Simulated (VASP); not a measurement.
# Si (P6_3/mmc) in VASP: notebook

The runs below take Si through single point, with LDA.

Program: VASP 6.6.1. These are calculated values, not measurements. Logs are shortened: lines on timing, memory, paths and dates and some standing lists are left out, and cuts for length are marked.

### 1 The cell of the first run

Symmetry: P6_3/mmc, No. 194, hexagonal system. The conventional cell has a = 2.599 Å, b = 2.599 Å, c = 4.281 Å, α = 90.00°, β = 90.00°, γ = 120.00°. Si (site symmetry -6m2) has 12 Si at 2.60 to 2.61 Å within 3.4 Å.

### 2 Single point, LDA (strain -0.025 along x and y, -0.050 along z)

Input file INCAR:

```
ALGO = Normal
EDIFF = 1E-7
ENCUT = 520
ISIF = 2
ISMEAR = 0
LASPH = True
LCHARG = True
LELF = True
LREAL = False
LVHAR = True
LWAVE = False
NBANDS = 11
NELM = 80
PREC = Accurate
SIGMA = 0.15
```

Input file KPOINTS:

```
k-points
0
Gamma
  21 21 10
```

Input file POSCAR:

```
Si
1.0
    2.5989380717      0.0000000000      0.0000000000
   -1.2994690358      2.2507463929      0.0000000000
    0.0000000000      0.0000000000      4.2809558065
Si
2
Direct
    0.3333333333      0.6666666667      0.2500000000
    0.6666666667      0.3333333333      0.7500000000
```

Potentials or basis: VASP PAW LDA potentials, release 64 (Si).

Launch:

```bash
$ cat potpaw_LDA.64/Si/POTCAR > POTCAR
$ mpirun -np 1 vasp_std > vasp.out
```

OUTCAR:

```text
EDIFF = 1E-7
   ENCUT = 520
   ISIF = 2
   ISMEAR = 0
   LASPH = True
   LREAL = False
   NELM = 80
   PREC = Accurate

 ion  position               nearest neighbor table
   1  0.333  0.667  0.250-   2 2.61   2 2.61   2 2.61   2 2.61   2 2.61   2 2.61
   2  0.667  0.333  0.750-   1 2.61   1 2.61   1 2.61   1 2.61   1 2.61   1 2.61

  LATTYP: Found a hexagonal cell.
 ALAT       =     2.5989380717
 C/A-ratio  =     1.6471942341

  Lattice vectors:

 A1 = (   2.5989380717,   0.0000000000,   0.0000000000)
 A2 = (  -1.2994690358,   2.2507463929,   0.0000000000)
 A3 = (   0.0000000000,   0.0000000000,   4.2809558065)

Analysis of symmetry for initial positions (statically):
=====================================================================
 Subroutine PRICEL returns:
 Original cell was already a primitive cell.

 Routine SETGRP: Setting up the symmetry group for a
 hexagonal supercell.

 Subroutine GETGRP returns: Found 24 space group operations
 (whereof 12 operations were pure point group operations)
 out of a pool of 24 trial point group operations.

The static configuration has the point symmetry D_3d.
 The point group associated with its full space group is D_6h.

Analysis of symmetry for dynamics (positions and initial velocities):
=====================================================================
 Subroutine PRICEL returns:
 Original cell was already a primitive cell.

 Routine SETGRP: Setting up the symmetry group for a
 hexagonal supercell.

 Subroutine GETGRP returns: Found 24 space group operations
 (whereof 12 operations were pure point group operations)
 out of a pool of 24 trial point group operations.

The dynamic configuration has the point symmetry D_3d.
 The point group associated with its full space group is D_6h.

 Subroutine INISYM returns: Found 24 space group operations
 (whereof 12 operations are pure point group operations),
 and found     1 'primitive' translations

----------------------------------------------------------------------------------------

                                     Primitive cell

  volume of cell :      25.0417

  direct lattice vectors                    reciprocal lattice vectors
     2.598938072  0.000000000  0.000000000     0.384772539  0.222148529  0.000000000
    -1.299469036  2.250746393  0.000000000     0.000000000  0.444297058  0.000000000
     0.000000000  0.000000000  4.280955806     0.000000000  0.000000000  0.233592694

  length of vectors
     2.598938072  2.598938072  4.280955806     0.444297058  0.444297058  0.233592694

  position of ions in fractional coordinates (direct lattice)
     0.333333333  0.666666667  0.250000000
     0.666666667  0.333333333  0.750000000

  ion indices of the primitive-cell ions
   primitive index   ion index
                 1           1
                 2           2

----------------------------------------------------------------------------------------

 KPOINTS: k-points

Automatic generation of k-mesh.
 Grid dimensions read from file:
 generate k-points for:   21   21   10

 Generating k-lattice:

  Cartesian coordinates                     Fractional coordinates (reciprocal lattice)
     0.018322502  0.010578501  0.000000000     0.047619048  0.000000000  0.000000000
     0.000000000  0.021157003  0.000000000     0.000000000  0.047619048  0.000000000
     0.000000000  0.000000000  0.023359269     0.000000000  0.000000000  0.100000000

  Length of vectors
     0.021157003  0.021157003  0.023359269

  Shift w.r.t. Gamma in fractional coordinates (k-lattice)
     0.000000000  0.000000000  0.000000000

 Subroutine IBZKPT returns following result:
 ===========================================

 Found    288 irreducible k-points:

 Following reciprocal coordinates:
            Coordinates               Weight
  0.000000  0.000000  0.000000      1.000000
  0.047619  0.000000  0.000000      6.000000
  0.095238  0.000000  0.000000      6.000000
  0.142857  0.000000  0.000000      6.000000
  0.190476  0.000000  0.000000      6.000000
  0.238095  0.000000  0.000000      6.000000
[... 16 lines left out ...]
  0.142857  0.095238  0.000000     12.000000
  0.190476  0.095238  0.000000     12.000000
 [... further k-points ...]
   k-points           NKPTS =    288   k-points in BZ     NKDIM =    288   number of bands    NBANDS=     11
   number of dos      NEDOS =    301   number of ions     NIONS =      2
   total plane-waves  NPLWV =  12800
   dimension x,y,z NGX =    20 NGY =   20 NGZ =   32
   dimension x,y,z NGXF=    40 NGYF=   40 NGZF=   64
   ions per type =               2
   NGX,Y,Z   is equivalent  to a cutoff of  12.79, 12.79, 12.43 a.u.
   NGXF,Y,Z  is equivalent  to a cutoff of  25.59, 25.59, 24.85 a.u.
 SYSTEM =  unknown system
   PREC   = accura    normal or accurate (medium, high low for compatibility)
   ISTART =      0    job   : 0-new  1-cont  2-samecut
   ICHARG =      2    charge: 1-file 2-atom 10-const
   ISPIN  =      1    spin polarized calculation?
   LNONCOLLINEAR =      F non collinear calculations
   LSORBIT =      F    spin-orbit coupling
   LASPH  =      T    aspherical Exc in radial PAW
   ENCUT  =  520.0 eV  38.22 Ry    6.18 a.u.   4.83  4.83  7.96*2*pi/ulx,y,z
   NELM   =     80;   NELMIN=  2; NELMDL= -5     # of ELM steps
   EDIFF  = 0.1E-06   stopping-criterion for ELM
   LREAL  =      F    real-space projection
   EDIFFG = 0.1E-05   stopping-criterion for IOM
   NSW    =      0    number of steps for IOM
   IBRION =     -1    ionic relax: 0-MD 1-quasi-New 2-CG
   NFREE  =      0    steps in history (QN), initial steepest desc. (CG)
   ISIF   =      2    stress and relaxation
   ISYM   =      2    0-nonsym 1-usesym 2-fastsym
   POTIM  = 0.5000    time-step for ionic-motion
   TEBEG  =    0.0;   TEEND  =   0.0 temperature during run
   PSTRESS=    0.0 pullay stress
   NELECT =       8.0000    total number of electrons
   NUPDOWN=      -1.0000    fix difference up-down
   EMIN   =  10.00;   EMAX   =-10.00  energy-range for DOS
   EFERMI =   0.00;   METHOD = LEGACY
   ISMEAR =     0;   SIGMA  =   0.15  broadening in eV -4-tet -1-fermi 0-gaus
   EFERMI_NEDOS =   21; number of points for ismear=-14 and -15
   IALGO  =     38    algorithm
   IMIX   =      4    mixing-type and parameters
     AMIX     =   0.40;   BMIX     =  1.00
     AMIX_MAG =   1.60;   BMIX_MAG =  1.00
  volume/ion in A,a.u.               =      12.52        84.49
  Fermi-wavevector in a.u.,A,eV,Ry     =   1.119138  2.114865 17.040895  1.252470
  Thomas-Fermi vector in A             =   2.255775
   LORBIT       =      0    0 simple, 1 ext, 2 COOP (PROOUT), +10 PAW based schemes
   GGA     = CA    functional components
   LHFCALC =     F    Hartree Fock is set to
   AEXX    =    0.0000 exact exchange contribution
   IVDW    =     0    specifies the selected vdW correction
   LEPSILON=     F    determine dielectric tensor
   LRPA    =     F    only Hartree local field effects (RPA)
 non-spin polarized calculation
 Gauss-broadening in eV      SIGMA  =   0.15
  energy-cutoff  :      520.00
  volume of cell :       25.04
 maximum number of plane-waves:       690
 NGX is ok and might be reduce to    20
   NGX =  9   NGY =  9   NGZ = 15

 number of electron       8.0000000 magnetization

 Free energy of the ion-electron system (eV)
  ---------------------------------------------------
  ext. energy  EPLUGINS =         0.00000000
  ---------------------------------------------------
  free energy    TOTEN  =       -10.99483487 eV

  energy without entropy =      -10.98656479  energy(sigma->0) =      -10.99069983

 E-fermi :  12.1671     XC(G=0): -11.8577

 val. band max:       12.1471921741   @ k =   0.4286   0.1429   0.0000
 cond. band min:      12.1854858866   @ k =   0.3810   0.0476   0.2000
 fundamental gap:      0.0382937124
 Fermi energy:        12.1670986816

 k-point     1 :       0.0000    0.0000    0.0000
  band No.  band energies     occupation
      1      -3.6283      2.00000
      2       4.0017      2.00000
      3       4.2572      2.00000
      4      21.4963      0.00000
      5      21.4963      0.00000
      6      22.6637      0.00000
      7      22.6637      0.00000
      8      24.0377      0.00000
      9      24.9226      0.00000
     10      26.1674      0.00000
     11      27.4189      0.00000

 k-point     2 :       0.0476    0.0000    0.0000
  band No.  band energies     occupation
      1      -3.5634      2.00000
      2       4.0653      2.00000
      3       4.3181      2.00000
      4      20.3246      0.00000
      5      20.8277      0.00000
      6      22.5194      0.00000
      7      23.4278      0.00000
      8      24.6065      0.00000
      9      24.8468      0.00000
     10      26.1643      0.00000
     11      26.6238      0.00000

 k-point     3 :       0.0952    0.0000    0.0000
  band No.  band energies     occupation
      1      -3.3689      2.00000
      2       4.2557      2.00000
      3       4.5006      2.00000
      4      18.3787      0.00000
      5      19.8869      0.00000
      6      21.9290      0.00000
      7      24.4206      0.00000
      8      24.4421      0.00000
      9      24.5717      0.00000
     10      25.4659      0.00000
     11      25.8513      0.00000

 k-point     4 :       0.1429    0.0000    0.0000
  band No.  band energies     occupation
      1      -3.0451      2.00000
      2       4.5719      2.00000
      3       4.8046      2.00000
      4      16.3390      0.00000
      5      19.0146      0.00000
      6      21.2033      0.00000
      7      22.7454      0.00000
      8      23.2164      0.00000
      9      24.6846      0.00000
     10      25.9159      0.00000
     11      26.2823      0.00000
[... 239 lines left out ...]
 k-point    22 :       0.0952    0.0952    0.0000
  band No.  band energies     occupation
      1      -2.8512      2.00000
      2       4.7609      2.00000
      3       4.9869      2.00000
      4      16.3370      0.00000
      5      16.6663      0.00000
      6      22.7709      0.00000
      7      22.7908      0.00000
      8      22.8108      0.00000
      9      23.6235      0.00000
     10      24.3799      0.00000
     11      25.1704      0.00000

 k-point    23 :       0.1429    0.0952    0.0000
  band No.  band energies     occupation
      1      -2.3994      2.00000
      2       5.1997      2.00000
      3       5.4119      2.00000
      4      14.4823      0.00000
      5      15.7190      0.00000
      6      21.1372      0.00000
      7      21.3619      0.00000
      8      22.1596      0.00000
      9      23.1861      0.00000
     10      23.9731      0.00000
     11      25.4850      0.00000

 k-point    24 :       0.1905    0.0952    0.0000
  band No.  band energies     occupation
      1      -1.8202      2.00000
      2       5.7582      2.00000
      3       5.9574      2.00000
      4      12.5602      0.00021
      5      15.0076      0.00000
      6      19.4190      0.00000
      7      19.7262      0.00000
      8      21.5687      0.00000
      9      22.6115      0.00000
     10      23.0616      0.00000
     11      26.8938      0.00000

 [... further k-points ...]
[... 5 lines left out ...]
  --------------------------------------------------------------------------------------
  -------------------------------------------------------------------------------------
  Total        1.6027437      1.6027437      2.2070259      0.0000000      0.0000000      0.0000000
  in kB      102.5442783    102.5442783    141.2065254      0.0000000      0.0000000      0.0000000
  external PRESSURE =     115.4316940 kB  Pullay stress =       0.0000000 kB

 VOLUME and BASIS-vectors are now :
 -----------------------------------------------------------------------------
  energy-cutoff  :      520.00
  volume of cell :       25.04
      direct lattice vectors                 reciprocal lattice vectors
     2.598938072  0.000000000  0.000000000     0.384772539  0.222148529  0.000000000
    -1.299469036  2.250746393  0.000000000     0.000000000  0.444297058  0.000000000
     0.000000000  0.000000000  4.280955806     0.000000000  0.000000000  0.233592694

 POSITION                                       TOTAL-FORCE (eV/Angst)
 -----------------------------------------------------------------------------------
     -0.00000      1.50050      1.07024        -0.000000      0.000000      0.000000
      1.29947      0.75025      3.21072         0.000000      0.000000      0.000000
 -----------------------------------------------------------------------------------
    total drift:                                0.000000     -0.000000      0.000000

  FREE ENERGIE OF THE ION-ELECTRON SYSTEM (eV)
  ---------------------------------------------------
  free  energy   TOTEN  =       -10.9948348682 eV

  energy  without entropy=      -10.9865647895  energy(sigma->0) =      -10.99069983
```

Wall time 35 s (1 thread of Intel Xeon 6975P-C, shared host); peak memory 0.17 GiB.

What came out:

```
Free energy            : -10.9948 eV
Pressure               : 11.5 GPa
Band gap on the k mesh : zero (band 4 reaches 21.56 eV, above the bottom of band 5 at 7.99 eV)
```

Stress tensor (GPa, compression positive):
```
10.25  0.00  0.00
 0.00 10.25  0.00
 0.00  0.00 14.12
```

Levels at points of the mesh, in eV from the Fermi level:
```
           k point  band 1  band 2  band 3  band 4  band 5  band 6  band 7  band 8  band 9
(0.00, 0.00, 0.00)  -15.80   -8.17   -7.91    9.33    9.33   10.50   10.50   11.87   12.76
(0.00, 0.00, 0.50)  -13.83  -13.83    1.22    1.22   10.91   10.91   10.91   10.91   12.25
```

Caveat: the cell differs from its parent crystal (strain -0.025 along x and y, -0.050 along z).

### 3 Single point, LDA (strain -0.050 along x and y, +0.050 along z)

Input file INCAR:

```
SYSTEM = Si
  ALGO = Normal
  EDIFF = 1E-6
  ENCUT = 520
  ISIF = 2
  ISMEAR = 0
  LASPH = .True.
  LCHARG = .False.
  LREAL = .False.
  LWAVE = .False.
  NBANDS = 11
  NELM = 80
  PREC = Accurate
  SIGMA = 0.15
```

Input file KPOINTS:

```
k-points
0
Gamma
  21 21 10
  0 0 0
```

Input file POSCAR:

```
Si
1.0
    2.5322986339      0.0000000000      0.0000000000
   -1.2661493170      2.1930349470      0.0000000000
    0.0000000000      0.0000000000      4.7315827335
Si
2
Direct
    0.3333333333      0.6666666667      0.2500000000
    0.6666666667      0.3333333333      0.7500000000
```

Potentials or basis: VASP PAW LDA potentials, release 64 (Si).

Launch:

```bash
$ cat potpaw_LDA.64/Si/POTCAR > POTCAR
$ mpirun -np 1 vasp_std > vasp.out
```

Run time: 34 s. Hardware: 1 thread of Intel Xeon 6975P-C, shared host; peak memory 0.17 GiB.

It converged, with:

```
Free energy            : -11.0197 eV
Pressure               : 6.7 GPa
Band gap on the k mesh : zero (band 4 reaches 19.86 eV, above the bottom of band 5 at 8.00 eV)
```

Stress tensor (GPa, compression positive):
```
10.01  0.00  0.00
 0.00 10.01  0.00
 0.00  0.00  0.14
```

Levels at points of the mesh, in eV from the Fermi level:
```csv
k point,band 1,band 2,band 3,band 4,band 5,band 6,band 7,band 8,band 9
"(0.00, 0.00, 0.00)",-15.35,-9.82,-8.06,8.28,9.05,11.32,11.32,12.04,12.04
"(0.00, 0.00, 0.50)",-13.76,-13.76,-1.22,-1.22,12.55,12.55,12.55,12.55,13.32
```

Caveat: the cell differs from its parent crystal (strain -0.050 along x and y, +0.050 along z).

### 4 Single point, LDA (strain +0.000 along x and y, -0.050 along z)

Input file INCAR:

```
SYSTEM = Si
  PREC = Accurate
  ENCUT = 520
  EDIFF = 1E-6
  ISMEAR = 0
  SIGMA = 0.15
  LREAL = .FALSE.
  LASPH = .TRUE.
  NELM = 100
  ALGO = Normal
  ISIF = 2
  LWAVE = .FALSE.
  LCHARG = .FALSE.
  GGA = CA
  NBANDS = 11
```

Input file KPOINTS:

```
Automatic mesh
0
G
  21 21 10
  0 0 0
```

Input file POSCAR:

```
Si
1.0
    2.6655775094      0.0000000000      0.0000000000
   -1.3327887547      2.3084578389      0.0000000000
    0.0000000000      0.0000000000      4.2809558065
Si
2
Direct
    0.3333333333      0.6666666667      0.2500000000
    0.6666666667      0.3333333333      0.7500000000
```

Launch:

```bash
$ cat potpaw_LDA.64/Si/POTCAR > POTCAR
$ mpirun -np 1 vasp_std > vasp.out
```

It took 28 s on 1 thread of Intel Xeon 6975P-C, shared host; peak memory 0.17 GiB.

It converged, with:

| Property | Result |
| --- | --- |
| Free energy | -11.0522 eV |
| Pressure | 5.2 GPa |
| Band gap on the k mesh | zero (band 4 reaches 19.93 eV, above the bottom of band 5 at 7.49 eV) |

Stress tensor (GPa, compression positive):
```
4.09 0.00 0.00
0.00 4.09 0.00
0.00 0.00 7.53
```

Levels at points of the mesh, in eV from the Fermi level:
| k point | band 1 | band 2 | band 3 | band 4 | band 5 | band 6 | band 7 | band 8 | band 9 |
| --- | --- | --- | --- | --- | --- | --- | --- | --- | --- |
| (0.00, 0.00, 0.00) | -15.29 | -7.62 | -7.43 | 8.45 | 8.45 | 9.86 | 9.86 | 12.08 | 12.76 |
| (0.00, 0.00, 0.50) | -13.32 | -13.32 | 1.73 | 1.73 | 10.01 | 10.01 | 10.01 | 10.01 | 11.75 |

Caveat: the cell differs from its parent crystal (strain +0.000 along x and y, -0.050 along z).

### 5 Summary

| cell | gap on the mesh (eV) | pressure (GPa) |
| --- | --- | --- |
| a = 2.599, b = 2.599, c = 4.281 Å, angles 90.0, 90.0, 120.0°, 2 atoms | none | 11.5 |
| a = 2.532, b = 2.532, c = 4.732 Å, angles 90.0, 90.0, 120.0°, 2 atoms | none | 6.7 |
| a = 2.666, b = 2.666, c = 4.281 Å, angles 90.0, 90.0, 120.0°, 2 atoms | none | 5.2 |

Alike in all rows: task single point; level LDA; potentials or basis VASP PAW LDA potentials, release 64 (Si); no spin polarisation; k mesh 21 × 21 × 10; cutoff (eV) 520; smearing gaussian 0.15 eV.

Total energies depend on the potentials used, so only differences within one code and one set of settings carry meaning.
